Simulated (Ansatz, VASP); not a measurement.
# One calculation of H, two programs

```
H
1.0
     8.00000    0.00000    0.00000
     0.00000    8.00000    0.00000
     0.00000    0.00000    8.00000
H
2
Direct
  0.50000 0.50000 0.45000
  0.50000 0.50000 0.55000
```

Alike in both runs: task single point; functional r2SCAN; k mesh 1 × 1 × 1; no spin polarisation.

|  | VASP | Ansatz |
| --- | --- | --- |
| version | VASP 6.6.1 | Ansatz 0.2.0 |
| potentials or method | VASP PAW PBE potentials, release 64 (H), cutoff 440 eV | scalar-relativistic, plane waves, PAW |
| occupations | gaussian, width 0.01 eV | fixed |
| valence electrons in the cell | 2 | 2 |

```csv
,VASP,Ansatz,Ansatz less VASP
gap on the k mesh at the Fermi level (eV),10.64,10.94,+0.303
rms of the force components (eV/Å),1.010,1.032,+0.0220
```

VASP's potentials were made for PBE, not for r2SCAN. Atom by atom the forces differ by 0.022 eV/Å (rms over components).
